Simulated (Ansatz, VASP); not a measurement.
## Two plane-wave programs on W6Cl

```
W Cl
1.0
     8.02319    0.00000    0.00000
    -4.01160    6.94829    0.00000
     0.00000    0.00000    4.23812
W Cl
6 1
Direct
  0.50000 0.00000 0.50000
  0.00000 0.50000 0.50000
  0.50000 0.50000 0.50000
  0.33333 0.66667 0.50000
  0.66667 0.33333 0.50000
  0.00000 0.00000 0.50000
  0.00000 0.00000 0.00000
```

Alike in both runs: functional PBE; k mesh 3 × 3 × 4; occupations gaussian, width 0.2 eV; no spin polarisation.

Ansatz relaxed the structure, and its values are those at the end. VASP's run is a single point on that final structure, the one shown.

```csv
,VASP,Ansatz
version,VASP 6.6.1,Ansatz 0.2.0
potentials or method,"VASP PAW PBE potentials, release 64 (W_sv, Cl), cutoff 520 eV","scalar-relativistic, plane waves, PAW"
valence electrons in the cell,91,91
```

Ansatz gave:

| Property | Result |
| --- | --- |
| gap on the k mesh at the Fermi level (eV) | none |
| pressure (GPa) | 0.1 |

Question: What did VASP give for the same quantities?

Answer: gap on the k mesh at the Fermi level (eV): none; pressure (GPa): 0.7.

A gap of «none» marks a metal or a gap that the smearing closes. The functional is the same, so the differences come from potentials, cutoffs and numerics.

The k mesh is coarse, so the values compare programs but aren't converged. Neither program's run includes spin-orbit coupling.
